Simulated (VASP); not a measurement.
AlAs, 2 atoms in the cell. It takes space group F-43m (No. 216, cubic). Conventional cell: a = 5.178 Å, b = 5.178 Å, c = 5.178 Å, α = 90.00°, β = 90.00°, γ = 90.00°. Al (site symmetry -43m) has 4 As at 2.24 Å within 3.0 Å. As (site symmetry -43m) has 4 Al at 2.24 Å within 3.0 Å. 

| Item | Value |
| --- | --- |
| Program | VASP 6.6.1 |
| Task | elastic constants |
| Functional | PBEsol |
| Potentials or basis | VASP PAW PBE potentials, release 64 (Al, As) |
| Cutoff | 500 eV |
| k mesh | 10 × 10 × 10 |
| Occupations | gaussian, width 0.01 eV |
| Spin | no spin polarisation |
| Dipole correction | no |
| Ions in elastic constants | relaxed |
| Further INCAR settings | ALGO = Normal; EDIFF = 1e-08; IBRION = 6; POTIM = 0.015; NSW = 1; ISIF = 3 |

Potentials or basis: VASP PAW PBE potentials, release 64 (Al, As).

Run with:

```sh
$ cat potpaw_PBE.64/Al/POTCAR potpaw_PBE.64/As/POTCAR > POTCAR
$ mpirun -np 1 vasp_std > vasp.out
```

Hardware: 1 thread of Intel(R) Xeon(R) 6975P-C (Granite Rapids), with other jobs on the host.

Problem. How long does it take, and how much memory?

Solution. Wall time 4.3 min on 1 thread of Intel(R) Xeon(R) 6975P-C (Granite Rapids) (shared host), peak memory 0.27 GiB. Counts: scf iterations 155, k points 47.
